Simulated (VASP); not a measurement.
A run of VASP 6.6.1:

File INCAR:

```
SYSTEM = Ni
  ALGO = Fast
  EDIFF = 1E-6
  ENCUT = 520
  ISIF = 2
  ISMEAR = 0
  ISPIN = 2
  LASPH = .True.
  LCHARG = .True.
  LELF = .True.
  LMAXMIX = 4
  LORBIT = 11
  LREAL = .False.
  LVHAR = .True.
  LWAVE = .False.
  MAGMOM = 0.25
  NBANDS = 15
  NELM = 150
  NUPDOWN = 0.25
  PREC = Accurate
  SIGMA = 0.15
```

KPOINTS

```
k-points
0
Gamma
  24 24 24
  0 0 0
```

File POSCAR:

```
Ni
1.0
    0.0000000000      1.7119891795      1.7119891795
    1.7119891795      0.0000000000      1.7119891795
    1.7119891795      1.7119891795      0.0000000000
Ni
1
Direct
    0.0000000000      0.0000000000      0.0000000000
```

Potentials or basis: VASP PAW LDA potentials, release 64 (Ni).

Command:

```console
$ cat potpaw_LDA.64/Ni/POTCAR > POTCAR
$ mpirun -np 1 vasp_std > vasp.out
```

Hardware: 1 thread of Intel(R) Xeon(R) Platinum 8488C (Sapphire Rapids), on a shared host.

Problem. Estimate the wall time of this run.

Solution. It took 110 s on 1 thread of Intel(R) Xeon(R) Platinum 8488C (Sapphire Rapids), with other jobs on the host, peak memory 0.2 GiB. Counts: scf iterations 13, k points 413.
